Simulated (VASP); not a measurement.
Write the native input for VASP 6.6.1 that does the following.

```yaml
Task: single point
Functional: revPBE
Dispersion: D3(BJ)
Potentials_or_basis: VASP PAW PBE potentials, release 64 (Nb_sv, Sn_d)
Cutoff: 520 eV
k_mesh: 5 × 5 × 5
Occupations: fermi-dirac, width 0.05 eV
Spin: no spin polarisation
Dipole_correction: no
Further_INCAR_settings: ALGO = Normal; EDIFF = 1e-06; NBANDS = 63
```

The structure of Nb3Sn lies in POSCAR:

```
Nb3Sn
1.0
    5.2225472914      0.0000000000      0.0000000000
    0.0000000000      5.2225472914      0.0000000000
    0.0000000000      0.0000000000      5.2225472914
Nb Sn
6 2
Direct
    0.2500000000      0.0000000000      0.5000000000
    0.5000000000      0.7500000000      0.0000000000
    0.7500000000      0.0000000000      0.5000000000
    0.5000000000      0.2500000000      0.0000000000
    0.0000000000      0.5000000000      0.7500000000
    0.0000000000      0.5000000000      0.2500000000
    0.0000000000      0.0000000000      0.0000000000
    0.5000000000      0.5000000000      0.5000000000
```

These files were run (other wordings do the same):

INCAR

```
PREC = Accurate
ENCUT = 520
EDIFF = 1E-6
ISMEAR = -1
SIGMA = 0.05
LREAL = F
LASPH = T
NELM = 60
ALGO = Normal
ISIF = 2
LWAVE = F
LCHARG = F
GGA = RE
IVDW = 12
NBANDS = 63
```

KPOINTS

```
Automatic mesh
0
Gamma
  5 5 5
```

Potentials or basis: VASP PAW PBE potentials, release 64 (Nb_sv, Sn_d).

The run is started by

```console
$ cat potpaw_PBE.64/Nb_sv/POTCAR potpaw_PBE.64/Sn_d/POTCAR > POTCAR
$ mpirun -np 1 vasp_std > vasp.out
```

It gave:

- Pressure: -0.2 GPa
- Band gap on the k mesh: zero (bands 53 and 54 overlap by 0.12 eV)
- Dispersion energy per atom: -1.302 eV

Caveat: the dispersion term is far too large for a dense solid, which distorts pressure and volume; the PAW data sets were made with another functional, which shifts forces and pressure a little; spin-orbit coupling is left out, which moves the levels of the heavy elements.

Wall time 89 s on 1 thread of AMD EPYC 7R13 Processor (Zen 3) (shared host), peak memory 0.24 GiB.
